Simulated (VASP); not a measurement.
# Ba: single point with PBEsol

Ba:

```
Ba
1.0
     0.00000    3.16152    3.16152
     3.16152    0.00000    3.16152
     3.16152    3.16152    0.00000
Ba
1
Direct
  0.00000 0.00000 0.00000
```

This isn't the form of Ba at room conditions, which is bcc.

```yaml
Program: VASP 6.6.1
Task: single point
Functional: PBEsol
Potentials_or_basis: VASP PAW PBE potentials, release 64 (Ba_sv)
Cutoff: 520 eV
k_mesh: 14 × 14 × 14
Occupations: gaussian, width 0.15 eV
Spin: no spin polarisation
Dipole_correction: no
Further_INCAR_settings: ALGO = Normal; EDIFF = 1e-07; NBANDS = 11
```

```yaml
Pressure: -0.5 GPa
Band_gap_on_the_k_mesh: zero (bands 5 and 6 overlap by 0.28 eV)
```

Levels at points of the mesh, in eV from the Fermi level:
| k point | band 3 | band 4 | band 5 | band 6 | band 7 | band 8 |
| --- | --- | --- | --- | --- | --- | --- |
| (0.00, 0.00, 0.00) | -13.82 | -13.82 | -2.81 | 1.75 | 1.75 | 1.75 |
| (0.50, 0.00, 0.00) | -13.88 | -13.88 | -0.98 | 1.05 | 1.61 | 1.61 |
| (0.50, 0.50, 0.00) | -13.99 | -13.99 | -0.82 | -0.19 | 2.04 | 4.55 |

Run time: 22 s on 1 thread of Intel(R) Xeon(R) 6975P-C (Granite Rapids), on a shared host, peak memory 0.24 GiB.

Caveat: the PAW data sets were made with another functional, which shifts forces and pressure a little; spin-orbit coupling is left out, which moves the levels of the heavy elements.
